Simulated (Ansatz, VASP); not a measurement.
## One calculation of Bi, two programs

```
Bi
1.0
     0.00000    3.15678    3.15678
     3.15678    0.00000    3.15678
     3.15678    3.15678    0.00000
Bi
2
Direct
  0.87500 0.87500 0.87500
  0.12500 0.12500 0.12500
```

Change from the starting cell: volume scaled by 0.65, LAPW.

Alike in both runs: task single point; functional PBE; k mesh 11 × 11 × 11; occupations fermi-dirac, width 0.05 eV; no spin polarisation.

|  | VASP | Ansatz |
| --- | --- | --- |
| version | VASP 6.6.1 | Ansatz 0.2.0 |
| potentials or method | VASP PAW PBE potentials, release 64 (Bi_d), cutoff 520 eV | all-electron LAPW, scalar-relativistic |

Ansatz gave:

```
pressure (GPa) : 31.5
```

Problem. Estimate VASP's values.

Solution. Pressure (GPa): 31.4.

Both programs put the cell under a high pressure, so it lies far from rest at this level. Ansatz ran all-electron here, and VASP with PAW potentials.

Spin-orbit coupling is off throughout.
